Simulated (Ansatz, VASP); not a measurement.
Two plane-wave programs on Cs

```
Cs
1.0
     5.34099    0.00000    0.00000
    -2.67049    4.62543    0.00000
     0.00000    0.00000   17.41507
Cs
4
Direct
  0.00000 0.00000 0.00000
  0.33333 0.66667 0.75000
  0.00000 0.00000 0.50000
  0.66667 0.33333 0.25000
```

Alike in both runs: functional PBE; dispersion D3(BJ); k mesh 12 × 12 × 4; occupations gaussian, width 0.1 eV; no spin polarisation.

Ansatz relaxed the structure, and its values are those at the end. VASP's run is a single point on that final structure, the one shown.

|  | VASP | Ansatz |
| --- | --- | --- |
| version | VASP 6.6.1 | Ansatz 0.2.0 |
| potentials or method | VASP PAW PBE potentials, release 64 (Cs_sv), cutoff 520 eV | scalar-relativistic, plane waves, PAW |
| valence electrons in the cell | 36 | 36 |

```csv
,VASP,Ansatz,Ansatz less VASP
gap on the k mesh at the Fermi level (eV),none,none,-
pressure (GPa),0.1,0.1,+0.01
```

A gap of «none» marks a metal or a gap that the smearing closes.

Spin-orbit coupling is off throughout.
